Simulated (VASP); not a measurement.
Wanted: the native input for a VASP 6.6.1 run.

* Task: relaxation of cell and atoms
* Functional: PBE
* Potentials or basis: VASP PAW PBE potentials, release 64 (C, Sn_d)
* Cutoff: 600 eV
* k mesh: 8 × 8 × 6
* Occupations: fermi-dirac, width 0.02 eV
* Spin: no spin polarisation
* Dipole correction: no
* Further INCAR settings: ALGO = Normal; EDIFF = 1e-06; IBRION = 2; EDIFFG = -0.005; NSW = 80; ISIF = 3

The structure of SnC3 lies in POSCAR:

```
SnC3
1.0
    2.9965424520      0.0000000000      0.0000000000
    0.0000000000      2.9965424520      0.0000000000
    0.0000000000      0.0000000000      4.2377509759
C Sn
3 1
Direct
    0.5000000000      0.0000000000      0.7500000000
    0.5000000000      0.5000000000      0.0000000000
    0.0000000000      0.5000000000      0.2500000000
    0.0000000000      0.0000000000      0.5000000000
```

One way to write it, as run:

INCAR

```
PREC = Accurate ; ENCUT = 600
EDIFF = 1E-6 ; ISMEAR = -1
SIGMA = 0.02 ; LREAL = F
LASPH = T ; NELM = 80
ALGO = Normal ; ISIF = 3
LWAVE = F ; LCHARG = F
GGA = PE ; IBRION = 2
NSW = 80 ; EDIFFG = -0.005
```

KPOINTS

```
Automatic mesh
0
Gamma
  8 8 6
```

Potentials or basis: VASP PAW PBE potentials, release 64 (C, Sn_d).

Command:

```bash
$ cat potpaw_PBE.64/C/POTCAR potpaw_PBE.64/Sn_d/POTCAR > POTCAR
$ mpirun -np 1 vasp_std > vasp.out
```

It gave:

```json
{
  "Relaxed volume": "10.40 Å³/atom",
  "Relaxed cell": "a = 2.985 Å, b = 2.985 Å, c = 4.670 Å, α = 90.00°, β = 90.00°, γ = 90.00°",
  "Space group after relaxing (to 0.1 Å)": "P-4m2 (No. 115)",
  "Energy gained by relaxing": "1075.0 meV/atom",
  "Ionic steps": "17",
  "Pressure after relaxing": "0.0 GPa",
  "Band gap on the k mesh": "0.24 eV (least direct gap 0.57 eV)"
}
```

Caveat: spin-orbit coupling is left out, which moves the levels of the heavy elements.

It took 11 min on 1 thread of Intel Xeon 8259CL, with other jobs on the host, peak memory 0.2 GiB.
